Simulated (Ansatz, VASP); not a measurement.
**One calculation of CsCl, two programs**

```
Cs Cl
1.0
     4.14418    0.00000    0.00000
     0.00000    4.14418    0.00000
     0.00000    0.00000    4.14418
Cs Cl
1 1
Direct
  0.00000 0.00000 0.00000
  0.50000 0.50000 0.50000
```

Alike in both runs: task single point; functional PBE; k mesh 8 × 8 × 8; occupations gaussian, width 0.05 eV; no spin polarisation.

|  | VASP | Ansatz |
| --- | --- | --- |
| version | VASP 6.6.1 | Ansatz 0.2.0 |
| potentials or method | VASP PAW PBE potentials, release 64 (Cs_sv, Cl), cutoff 500 eV | scalar-relativistic, plane waves, PAW |
| valence electrons in the cell | 16 | 16 |

Ansatz gave:

| Item | Value |
| --- | --- |
| gap on the k mesh at the Fermi level (eV) | 5.20 |
| least direct gap on the mesh (eV) | 5.20 |
| pressure (GPa) | 0.7 |

**Question.** Which values does VASP return?

**Answer.** gap on the k mesh at the Fermi level (eV): 5.19; least direct gap on the mesh (eV): 5.19; pressure (GPa): 0.7.

Neither program's run includes spin-orbit coupling.
